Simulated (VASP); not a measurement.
# Na (Im-3m) in VASP: settings compared, part 2 of 2

VASP 6.6.1. The steps go on from the part before.

**3. Single point, PBE**

The input, INCAR:

```
SYSTEM = Na
  PREC = Accurate
  ENCUT = 520
  EDIFF = 1E-7
  ISMEAR = -1
  SIGMA = 0.03
  LREAL = .FALSE.
  LASPH = .TRUE.
  NELM = 100
  ALGO = Normal
  ISIF = 2
  LWAVE = .FALSE.
  LCHARG = .TRUE.
  GGA = PE
  LELF = .TRUE.
  LVHAR = .TRUE.
  NBANDS = 10
```

The input, KPOINTS:

```
regular mesh
0
G
  11 11 11
  0 0 0
```

The input, POSCAR:

```
Na
1.0
   -2.1175000000      2.1175000000      2.1175000000
    2.1175000000     -2.1175000000      2.1175000000
    2.1175000000      2.1175000000     -2.1175000000
Na
1
Direct
    0.0000000000      0.0000000000      0.0000000000
```

Potentials or basis: VASP PAW PBE potentials, release 64 (Na_pv).

Launch:

```bash
cat potpaw_PBE.64/Na_pv/POTCAR > POTCAR
mpirun -np 1 vasp_std > vasp.out
```

OUTCAR:

```text
SYSTEM = Na
   PREC = Accurate
   ENCUT = 520
   EDIFF = 1E-7
   ISMEAR = -1
   LREAL = .FALSE.
   LASPH = .TRUE.
   NELM = 100
   ISIF = 2
   GGA = PE

 ion  position               nearest neighbor table
   1  0.000  0.000  0.000-

  LATTYP: Found a body centered cubic cell.
 ALAT       =     4.2350000000

  Lattice vectors:

 A1 = (  -2.1175000000,   2.1175000000,   2.1175000000)
 A2 = (   2.1175000000,  -2.1175000000,   2.1175000000)
 A3 = (   2.1175000000,   2.1175000000,  -2.1175000000)

Analysis of symmetry for initial positions (statically):
=====================================================================
 Subroutine PRICEL returns:
 Original cell was already a primitive cell.

 Routine SETGRP: Setting up the symmetry group for a
 body centered cubic supercell.

 Subroutine GETGRP returns: Found 48 space group operations
 (whereof 48 operations were pure point group operations)
 out of a pool of 48 trial point group operations.

The static configuration has the point symmetry O_h .

Analysis of symmetry for dynamics (positions and initial velocities):
=====================================================================
 Subroutine PRICEL returns:
 Original cell was already a primitive cell.

 Routine SETGRP: Setting up the symmetry group for a
 body centered cubic supercell.

 Subroutine GETGRP returns: Found 48 space group operations
 (whereof 48 operations were pure point group operations)
 out of a pool of 48 trial point group operations.

The dynamic configuration has the point symmetry O_h .

 Subroutine INISYM returns: Found 48 space group operations
 (whereof 48 operations are pure point group operations),
 and found     1 'primitive' translations

----------------------------------------------------------------------------------------

                                     Primitive cell

  volume of cell :      37.9778

[... 102 lines left out ...]
   EFERMI_NEDOS =   21; number of points for ismear=-14 and -15
   IALGO  =     38    algorithm
   IMIX   =      4    mixing-type and parameters
     AMIX     =   0.40;   BMIX     =  1.00
     AMIX_MAG =   1.60;   BMIX_MAG =  1.00
  volume/ion in A,a.u.               =      37.98       256.29
  Fermi-wavevector in a.u.,A,eV,Ry     =   0.931674  1.760609 11.810087  0.868017
  Thomas-Fermi vector in A             =   2.058192
   LORBIT       =      0    0 simple, 1 ext, 2 COOP (PROOUT), +10 PAW based schemes
   GGA     = PE    functional components
   LHFCALC =     F    Hartree Fock is set to
   AEXX    =    0.0000 exact exchange contribution
   IVDW    =     0    specifies the selected vdW correction
   LEPSILON=     F    determine dielectric tensor
   LRPA    =     F    only Hartree local field effects (RPA)
 non-spin polarized calculation
  energy-cutoff  :      520.00
  volume of cell :       37.98
 maximum number of plane-waves:      1055
   NGX = 13   NGY = 13   NGZ = 13

 number of electron       7.0000012 magnetization

 Free energy of the ion-electron system (eV)
  ---------------------------------------------------
  ext. energy  EPLUGINS =         0.00000000
  ---------------------------------------------------
  free energy    TOTEN  =        -1.31378695 eV

  energy without entropy =       -1.31258744  energy(sigma->0) =       -1.31318719

 E-fermi :   0.2707     XC(G=0):  -6.4397

 val. band max:        0.2299488010   @ k =  -0.3636   0.4545   0.0909
 cond. band min:       0.3639339500   @ k =   0.1818   0.1818   0.1818
 fundamental gap:      0.1339851490
 Fermi energy:         0.2707067861

 k-point     1 :       0.0000    0.0000    0.0000
  band No.  band energies     occupation
      1     -24.6603      2.00000
      2     -24.6603      2.00000
      3     -24.6603      2.00000
      4      -2.9671      2.00000
      5      11.8369      0.00000
      6      11.8369      0.00000
      7      11.8369      0.00000
      8      12.8237      0.00000
      9      12.8237      0.00000
     10      13.3701      0.00000
[... 287 lines left out ...]
 k-point    24 :       0.3636    0.1818    0.0909
  band No.  band energies     occupation
      1     -24.6868      2.00000
      2     -24.6749      2.00000
      3     -24.6652      2.00000
      4       1.6163      0.00000
      5       2.0822      0.00000
      6       4.7901      0.00000
      7       6.5736      0.00000
      8      13.3805      0.00000
      9      14.7276      0.00000
     10      15.8500      0.00000

 [... further k-points ...]
[... 5 lines left out ...]
  --------------------------------------------------------------------------------------
  -------------------------------------------------------------------------------------
  Total       -0.0509459     -0.0509459     -0.0509459     -0.0000000      0.0000000      0.0000000
  in kB       -2.1492649     -2.1492649     -2.1492649     -0.0000000      0.0000000      0.0000000
  external PRESSURE =      -2.1492649 kB  Pullay stress =       0.0000000 kB

 VOLUME and BASIS-vectors are now :
 -----------------------------------------------------------------------------
  energy-cutoff  :      520.00
  volume of cell :       37.98
      direct lattice vectors                 reciprocal lattice vectors
    -2.117500000  2.117500000  2.117500000     0.000000000  0.236127509  0.236127509
     2.117500000 -2.117500000  2.117500000     0.236127509  0.000000000  0.236127509
     2.117500000  2.117500000 -2.117500000     0.236127509  0.236127509  0.000000000

 POSITION                                       TOTAL-FORCE (eV/Angst)
 -----------------------------------------------------------------------------------
      0.00000      0.00000      0.00000         0.000000      0.000000      0.000000
 -----------------------------------------------------------------------------------
    total drift:                               -0.000000     -0.000000     -0.000000

  FREE ENERGIE OF THE ION-ELECTRON SYSTEM (eV)
  ---------------------------------------------------
  free  energy   TOTEN  =        -1.3137869482 eV

  energy  without entropy=       -1.3125874397  energy(sigma->0) =       -1.31318719
```

stdout:

```text
POSCAR found type information on POSCAR Na
 POSCAR found :  1 types and       1 ions
 scaLAPACK will be used
 LDA part: xc-table for (Slater+PW92), standard interpolation
 POSCAR, INCAR and KPOINTS ok, starting setup
 FFT: planning ... GRIDC
 FFT: planning ... GRID_SOFT
 FFT: planning ... GRID
 WAVECAR not read
 entering main loop
```

It took 10 s on 1 thread of Intel Xeon 6975P-C, shared host; peak memory 0.15 GiB.

Results:

```
Free energy : -1.3138 eV
Pressure    : -0.2 GPa
```

**4. Single point, r2SCAN (functional r2scan, volume scaled by 0.96)**

The input, POSCAR:

```
Na
1.0
   -2.0888816270      2.0888816270      2.0888816270
    2.0888816270     -2.0888816270      2.0888816270
    2.0888816270      2.0888816270     -2.0888816270
Na
1
Direct
    0.0000000000      0.0000000000      0.0000000000
```

The input, INCAR.step1:

```
SYSTEM = Na
ALGO = Normal ; EDIFF = 1E-5
ENCUT = 550 ; GGA = PE
GGA_COMPAT = .FALSE. ; ISMEAR = -1
LASPH = .TRUE. ; LCHARG = .FALSE.
LREAL = .FALSE. ; LWAVE = .TRUE.
NBANDS = 10 ; NELM = 120
PREC = Accurate ; SIGMA = 0.03
```

The input, INCAR.step2:

```
SYSTEM = Na
ALGO = Normal ; EDIFF = 1E-6
ENCUT = 550 ; GGA_COMPAT = .FALSE.
ISIF = 2 ; ISMEAR = -1
ISTART = 1 ; LASPH = .TRUE.
LCHARG = .TRUE. ; LELF = .TRUE.
LMIXTAU = .TRUE. ; LREAL = .FALSE.
LVHAR = .TRUE. ; LWAVE = .FALSE.
METAGGA = R2SCAN ; NBANDS = 10
NELM = 120 ; PREC = Accurate
SIGMA = 0.03
```

The input, KPOINTS:

```
k-points
0
G
  11 11 11
  0 0 0
```

Potentials or basis: VASP PAW PBE potentials, release 64 (Na_pv).

Launch:

```bash
cat potpaw_PBE.64/Na_pv/POTCAR > POTCAR
cp INCAR.step1 INCAR
mpirun -np 1 vasp_std > vasp.out
cp INCAR.step2 INCAR
mpirun -np 1 vasp_std > vasp.out
```

OUTCAR:

```text
SYSTEM = Na
   EDIFF = 1E-6
   ENCUT = 550
   ISIF = 2
   ISMEAR = -1
   ISTART = 1
   LASPH = .TRUE.
   LREAL = .FALSE.
   METAGGA = R2SCAN
   NELM = 120
   PREC = Accurate

 ion  position               nearest neighbor table
   1  0.000  0.000  0.000-

  LATTYP: Found a body centered cubic cell.
 ALAT       =     4.1777632540

  Lattice vectors:

 A1 = (  -2.0888816270,   2.0888816270,   2.0888816270)
 A2 = (   2.0888816270,  -2.0888816270,   2.0888816270)
 A3 = (   2.0888816270,   2.0888816270,  -2.0888816270)

Analysis of symmetry for initial positions (statically):
=====================================================================
 Subroutine PRICEL returns:
 Original cell was already a primitive cell.

 Routine SETGRP: Setting up the symmetry group for a
 body centered cubic supercell.

 Subroutine GETGRP returns: Found 48 space group operations
 (whereof 48 operations were pure point group operations)
 out of a pool of 48 trial point group operations.

The static configuration has the point symmetry O_h .

Analysis of symmetry for dynamics (positions and initial velocities):
=====================================================================
 Subroutine PRICEL returns:
 Original cell was already a primitive cell.

 Routine SETGRP: Setting up the symmetry group for a
 body centered cubic supercell.

 Subroutine GETGRP returns: Found 48 space group operations
 (whereof 48 operations were pure point group operations)
 out of a pool of 48 trial point group operations.

The dynamic configuration has the point symmetry O_h .

 Subroutine INISYM returns: Found 48 space group operations
 (whereof 48 operations are pure point group operations),
 and found     1 'primitive' translations

----------------------------------------------------------------------------------------

                                     Primitive cell

[... 105 lines left out ...]
   IALGO  =     38    algorithm
   IMIX   =      4    mixing-type and parameters
     AMIX     =   0.40;   BMIX     =  1.00
     AMIX_MAG =   1.60;   BMIX_MAG =  1.00
  volume/ion in A,a.u.               =      36.46       246.04
  Fermi-wavevector in a.u.,A,eV,Ry     =   0.944439  1.784730 12.135908  0.891964
  Thomas-Fermi vector in A             =   2.072243
   LORBIT       =      0    0 simple, 1 ext, 2 COOP (PROOUT), +10 PAW based schemes
   METAGGA = R2SCAN    functional components
   LHFCALC =     F    Hartree Fock is set to
   AEXX    =    0.0000 exact exchange contribution
   IVDW    =     0    specifies the selected vdW correction
   LEPSILON=     F    determine dielectric tensor
   LRPA    =     F    only Hartree local field effects (RPA)
 non-spin polarized calculation
  energy-cutoff  :      550.00
  volume of cell :       36.46
 maximum number of plane-waves:      1088
   NGX = 13   NGY = 13   NGZ = 13

 number of electron       6.9999998 magnetization

 Free energy of the ion-electron system (eV)
  ---------------------------------------------------
  ext. energy  EPLUGINS =         0.00000000
  ---------------------------------------------------
  free energy    TOTEN  =        -3.55684948 eV

  energy without entropy =       -3.55568556  energy(sigma->0) =       -3.55626752

 E-fermi :   0.4039     XC(G=0):  -6.9653

 val. band max:        0.3627050520   @ k =  -0.3636   0.4545   0.0909
 cond. band min:       0.5086187066   @ k =   0.1818   0.1818   0.1818
 fundamental gap:      0.1459136546
 Fermi energy:         0.4038746593

 k-point     1 :       0.0000    0.0000    0.0000
  band No.  band energies     occupation
      1     -25.6012      2.00000
      2     -25.6012      2.00000
      3     -25.6012      2.00000
      4      -3.1281      2.00000
      5      12.9217      0.00000
      6      12.9217      0.00000
      7      12.9218      0.00000
      8      14.1435      0.00000
      9      14.1435      0.00000
     10      14.7643      0.00000
[... 287 lines left out ...]
 k-point    24 :       0.3636    0.1818    0.0909
  band No.  band energies     occupation
      1     -25.6324      2.00000
      2     -25.6183      2.00000
      3     -25.6070      2.00000
      4       1.7929      0.00000
      5       2.4839      0.00000
      6       5.3815      0.00000
      7       7.6300      0.00000
      8      14.8332      0.00000
      9      16.3406      0.00000
     10      17.4411      0.00000

 [... further k-points ...]
[... 5 lines left out ...]
  --------------------------------------------------------------------------------------
  -------------------------------------------------------------------------------------
  Total        0.0774206      0.0774206      0.0774206     -0.0000000      0.0000000      0.0000000
  in kB        3.4022439      3.4022439      3.4022439     -0.0000000      0.0000000      0.0000000
  external PRESSURE =       3.4022439 kB  Pullay stress =       0.0000000 kB

 VOLUME and BASIS-vectors are now :
 -----------------------------------------------------------------------------
  energy-cutoff  :      550.00
  volume of cell :       36.46
      direct lattice vectors                 reciprocal lattice vectors
    -2.088881627  2.088881627  2.088881627     0.000000000  0.239362534  0.239362534
     2.088881627 -2.088881627  2.088881627     0.239362534  0.000000000  0.239362534
     2.088881627  2.088881627 -2.088881627     0.239362534  0.239362534  0.000000000

 POSITION                                       TOTAL-FORCE (eV/Angst)
 -----------------------------------------------------------------------------------
      0.00000      0.00000      0.00000         0.000000      0.000000      0.000000
 -----------------------------------------------------------------------------------
    total drift:                               -0.000000     -0.000000     -0.000000

  FREE ENERGIE OF THE ION-ELECTRON SYSTEM (eV)
  ---------------------------------------------------
  free  energy   TOTEN  =        -3.5568494763 eV

  energy  without entropy=       -3.5556855573  energy(sigma->0) =       -3.55626752
```

It took 2 min on 1 thread of Intel Xeon 8259CL, shared host; peak memory 0.16 GiB.

Results:

| Property | Result |
| --- | --- |
| Free energy | -3.5568 eV |
| Pressure | 0.3 GPa |

Caveat: the PAW data sets were made with another functional, which shifts forces and pressure a little.

**5. Single point, r2SCAN**

The input, POSCAR:

```
Na
1.0
   -2.1175000000      2.1175000000      2.1175000000
    2.1175000000     -2.1175000000      2.1175000000
    2.1175000000      2.1175000000     -2.1175000000
Na
1
Direct
    0.0000000000      0.0000000000      0.0000000000
```

The input, INCAR.step1:

```
SYSTEM = Na
ALGO     = Normal         ! electronic algorithm
EDIFF    = 1E-5           ! SCF threshold, eV
ENCUT    = 550            ! plane-wave cutoff, eV
GGA      = PE             ! functional
GGA_COMPAT= .False.      
ISMEAR   = -1             ! smearing method
LASPH    = .True.         ! aspherical terms in the spheres
LCHARG   = .False.        ! write CHGCAR
LREAL    = .False.        ! projectors in reciprocal space
LWAVE    = .True.         ! write WAVECAR
NBANDS   = 10             ! bands
NELM     = 120            ! most SCF steps
PREC     = Accurate       ! precision mode
SIGMA    = 0.03           ! smearing width, eV
```

The input, INCAR.step2:

```
SYSTEM = Na
ALGO     = Normal         ! electronic algorithm
EDIFF    = 1E-6           ! SCF threshold, eV
ENCUT    = 550            ! plane-wave cutoff, eV
GGA_COMPAT= .False.      
ISIF     = 2              ! what is computed and relaxed
ISMEAR   = -1             ! smearing method
ISTART   = 1            
LASPH    = .True.         ! aspherical terms in the spheres
LCHARG   = .True.         ! write CHGCAR
LELF     = .True.         ! ELF
LMIXTAU  = .True.       
LREAL    = .False.        ! projectors in reciprocal space
LVHAR    = .True.       
LWAVE    = .False.        ! write WAVECAR
METAGGA  = R2SCAN         ! meta-GGA
NBANDS   = 10             ! bands
NELM     = 120            ! most SCF steps
PREC     = Accurate       ! precision mode
SIGMA    = 0.03           ! smearing width, eV
```

The input, KPOINTS:

```
k-points
0
Gamma
  11 11 11
  0 0 0
```

Launch:

```bash
cat potpaw_PBE.64/Na_pv/POTCAR > POTCAR
cp INCAR.step1 INCAR
mpirun -np 1 vasp_std > vasp.out
cp INCAR.step2 INCAR
mpirun -np 1 vasp_std > vasp.out
```

It took 2 min on 1 thread of Intel Xeon 8259CL, shared host; peak memory 0.16 GiB.

It converged, with:

```
Free energy : -3.5582 eV
Pressure    : 0.0 GPa
```

Levels at points of the mesh, in eV from the Fermi level:
```
           k point  band 1  band 2  band 3  band 4  band 5  band 6
(0.00, 0.00, 0.00)  -26.04  -26.04  -26.04   -3.45   12.25   12.25
```

Caveat: the PAW data sets were made with another functional, which shifts forces and pressure a little.

**6. Overview**

```csv
level,cell,cutoff (eV),gap on the mesh (eV),pressure (GPa)
PBEsol,"a = 3.668 Å, angles 109.5°, 1 atom",520,none,-0.4
PBE,"a = 3.668 Å, angles 109.5°, 1 atom",520,none,-0.2
r2SCAN,"a = 3.618 Å, angles 109.5°, 1 atom",550,none,0.3
r2SCAN,"a = 3.668 Å, angles 109.5°, 1 atom",550,none,0.0
```

Alike in all rows: task single point; potentials or basis VASP PAW PBE potentials, release 64 (Na_pv); no spin polarisation; k mesh 11 × 11 × 11; smearing fermi-dirac 0.03 eV.

Every run on the cell as given and a fine mesh finds a metal. The pressure there spans -0.4 GPa (PBEsol) to 0.0 GPa (r2SCAN); a positive pressure means that this level wants a larger cell, a negative one a smaller.

Caveats: the PAW data sets were made with another functional, which shifts forces and pressure a little (some runs).

Absolute energies hang on the potentials; compare differences alone.
